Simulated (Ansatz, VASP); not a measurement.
**Two plane-wave programs on CuI**

Contents of INCAR:

```
SYSTEM = CuI
ALGO     = Normal         ! electronic algorithm
EDIFF    = 1E-6           ! SCF threshold, eV
ENCUT    = 520            ! plane-wave cutoff, eV
GGA      = PE             ! functional
ISIF     = 2              ! what is computed and relaxed
ISMEAR   = -1             ! smearing method
LASPH    = .True.         ! aspherical terms in the spheres
LCHARG   = .True.         ! write CHGCAR
LELF     = .True.         ! ELF
LREAL    = .False.        ! projectors in reciprocal space
LVHAR    = .True.       
LWAVE    = .False.        ! write WAVECAR
NBANDS   = 26             ! bands
NELM     = 80             ! most SCF steps
PREC     = Accurate       ! precision mode
SIGMA    = 0.02           ! smearing width, eV
```

The input KPOINTS:

```
k-points
0
Gamma
  6 6 6
  0 0 0
```

POSCAR

```
CuI
1.0
    3.6638671840     -3.5931530553      0.0000000000
    3.6638671840      3.5931530553      0.0000000000
    0.0000000000      0.0000000000      4.3220095893
Cu I
2 2
Direct
    0.4167892457      0.5832107543      0.7500000000
    0.5832107543      0.4167892457      0.2500000000
    0.7771457988      0.2228542012      0.7500000000
    0.2228542012      0.7771457988      0.2500000000
```

Input for Ansatz:

```yaml
crystal:
  lattice:
    - [3.663867184, -3.5931530553, 0.0]
    - [3.663867184, 3.5931530553, 0.0]
    - [0.0, 0.0, 4.3220095893]
  atoms:
    - { symbol: Cu, position: [0.4167892457, 0.5832107543, 0.75] }
    - { symbol: Cu, position: [0.5832107543, 0.4167892457, 0.25] }
    - { symbol: I, position: [0.7771457988, 0.2228542012, 0.75] }
    - { symbol: I, position: [0.2228542012, 0.7771457988, 0.25] }
kpoints:
  mp_grid: { grid: [6, 6, 6] }
  band_path:
    path:
      - [0.0, 0.0, 0.0]
      - [-0.5, 0.5, 0.0]
      - [-0.487713476, 0.512286524, 0.0]
      - [0.487713476, 0.487713476, 0.0]
      - [0.0, 0.0, 0.5]
      - [0.487713476, 0.487713476, 0.5]
      - [-0.487713476, 0.512286524, 0.5]
      - [-0.5, 0.5, 0.5]
      - [0.0, 0.5, 0.0]
    npoints: 1
hamiltonian:
  xc: pbe
scf:
  occupations: { method: fermi_dirac, width: 0.02 }
  n_extra_bands: 5
output:
  forces: true
  stress: true
  eigenvalues: true
  write_density: true
  write_potential: true
  elf: true
  volumetric_format: npy
```

Change from the starting cell: uniaxial_x strain +4.6%.

Alike in both runs: task single point; functional PBE; k mesh 6 × 6 × 6; occupations fermi-dirac, width 0.02 eV; no spin polarisation.

|  | VASP | Ansatz |
| --- | --- | --- |
| version | VASP 6.6.1 | Ansatz 0.2.0 |
| potentials or method | VASP PAW PBE potentials, release 64 (Cu, I) | plane waves, PAW |
| plane-wave cutoff (eV) | 520 | 420 |
| valence electrons in the cell | 36 | 72 |

|  | VASP | Ansatz | Ansatz less VASP |
| --- | --- | --- | --- |
| gap on the k mesh at the Fermi level (eV) | 1.01 | 0.99 | -0.013 |
| pressure (GPa) | 1.9 | 1.8 | -0.12 |
| traceless stress, the component that is largest in VASP (GPa) | -0.85 | -0.79 | +0.061 |
| rms of the force components (eV/Å) | 0.075 | 0.069 | -0.0056 |

Atom by atom the forces differ by 0.006 eV/Å (rms over components). With one functional, cell and mesh, what is left measures potentials, basis and numerics. VASP's potentials hold 36 valence electrons a cell and Ansatz's 72, so a difference there can come from the potentials and not from the codes.

Spin-orbit coupling is off throughout.
